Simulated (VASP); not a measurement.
# Hf: single point with PBEsol

System: Hf, a slab with vacuum.

```xyz
2
Lattice="3.1585 0.0000 0.0000 -1.5792 2.7353 0.0000 0.0000 0.0000 18.5009" Properties=species:S:1:pos:R:3 pbc="T T T"
Hf    2.3688    0.4559    8.0000
Hf   -0.7896    2.2794   10.5009
```

* Program: VASP 6.6.1
* Task: single point
* Functional: PBEsol
* Potentials or basis: VASP PAW PBE potentials, release 64 (Hf_pv)
* Cutoff: 520 eV
* k mesh: 12 × 12 × 1
* Occupations: fermi-dirac, width 0.08 eV
* Spin: no spin polarisation
* Dipole correction: yes
* Further INCAR settings: ALGO = Normal; EDIFF = 1e-07; NBANDS = 17

The largest force is 1.240 eV/Å and the band gap on the k mesh is zero (bands 10 and 11 overlap by 0.62 eV).

Forces on the atoms (eV/Å):
```
Hf   0.000  0.000  1.240
Hf   0.000  0.000 -1.240
```

Levels at points of the mesh, in eV from the Fermi level:
```
           k point  band 6  band 7  band 8  band 9  band 10  band 11  band 12  band 13  band 14  band 15
(0.00, 0.00, 0.00)  -30.37   -6.35   -4.41   -0.20     0.32     0.76     1.22     1.22     1.51     1.51
(0.50, 0.00, 0.00)  -30.49   -2.91   -2.83   -1.66     0.03     1.00     1.29     1.83     3.06     4.11
```

Run time: 100 s on 1 thread of Intel Xeon 8259CL, with other jobs on the host, peak memory 0.27 GiB.

Caveat: the PAW data sets were made with another functional, which shifts forces and pressure a little; spin-orbit coupling is left out, which moves the levels of the heavy elements.
